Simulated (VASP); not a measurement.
Runs of VASP 6.6.1 on CuO. Symmetry: Cccm, No. 66, orthorhombic system. Conventional cell: a = 3.982 Å, b = 4.307 Å, c = 5.156 Å, α = 90.00°, β = 90.00°, γ = 90.00°. Cu (site symmetry 2/m) has 4 O at 1.95 Å within 2.6 Å. O (site symmetry 222) has 4 Cu at 1.95 Å and 2 O at 2.58 Å within 2.6 Å. 

```tsv
k mesh	gap on the mesh (eV)	pressure (GPa)
4 × 4 × 4	none	-5.5
12 × 12 × 8, shifted	none	-5.4
2 × 2 × 2	none	(a)
6 × 6 × 4	none	-5.4
12 × 12 × 8	none	-5.4
```

Alike in all rows: task single point; level PBEsol; potentials or basis VASP PAW PBE potentials, release 64 (Cu, O); no spin polarisation; cell as given; cutoff (eV) 520; smearing gaussian 0.1 eV.

**Question.** Estimate the missing entries.

**Answer.** (a) -1.5.

Caveats: some runs use coarse meshes; the PAW data sets were made with another functional, which shifts forces and pressure a little; semilocal functionals often make such compounds metallic where correlation or magnetic order opens a gap, which also shifts bond lengths.

A gap of «none» marks levels without a gap at the run's occupations.
